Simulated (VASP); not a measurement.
**AlN: single point with r2SCAN**

Crystal: AlN.

```
Al N
1.0
     0.00000    2.18399    2.18399
     2.18399    0.00000    2.18399
     2.18399    2.18399    0.00000
Al N
1 1
Direct
  0.00000 0.00000 0.00000
  0.78434 0.64698 0.71566
```

This cell differs from its parent crystal: atom 2 (N) moved by (-0.300, -0.150) A along x and z.

- Program: VASP 6.6.1
- Task: single point
- Functional: r2SCAN
- Potentials or basis: VASP PAW PBE potentials, release 64 (Al, N)
- Cutoff: 520 eV
- k mesh: 10 × 10 × 10
- Occupations: gaussian, width 0.05 eV
- Spin: no spin polarisation

```json
{
 "Pressure": "14.7 GPa",
 "Largest force": "6.324 eV/Å",
 "Band gap on the k mesh": "3.10 eV (least direct gap 3.89 eV)"
}
```

Forces in eV/Å, atoms in the order of the input:
```
Al  -4.582  3.054 -3.110
N    4.582 -3.054  3.110
```

Stress tensor (GPa, compression positive):
```
  3.30 -14.61  12.70
-14.61  23.87 -25.61
 12.70 -25.61  16.82
```

Levels at points of the mesh, in eV from the valence-band top:
```
           k point  band 2  band 3  band 4  band 5  band 6  band 7
(0.00, 0.00, 0.00)   -1.65   -0.73    0.00    3.89   12.68   12.77
(0.50, 0.00, 0.00)   -6.53   -1.99   -0.71    7.10    9.85   11.08
(0.00, 0.50, 0.00)   -6.91   -1.20   -0.62    6.97    9.46   11.13
(0.00, 0.00, 0.50)   -6.76   -1.58   -0.64    6.97    9.62   10.88
(0.50, 0.50, 0.50)   -6.31   -2.04   -1.17    7.45   10.03   10.90
(0.50, 0.50, 0.00)   -5.76   -2.71   -2.23    3.14    8.22   13.73
(0.00, 0.50, 0.50)   -5.70   -3.14   -2.10    3.27    8.67   13.82
(0.50, 0.00, 0.50)   -5.77   -2.50   -2.35    3.10    8.10   13.70
```

It took 2.1 min on 1 thread of Intel(R) Xeon(R) Platinum 8488C (Sapphire Rapids) (shared host), peak memory 0.22 GiB.

Caveat: the cell differs from its parent crystal (atom 2 (N) moved by (-0.300, -0.150) A along x and z); the cell stands under pressure; the PAW data sets were made with another functional, which shifts forces and pressure a little. A k mesh can miss the band edges.
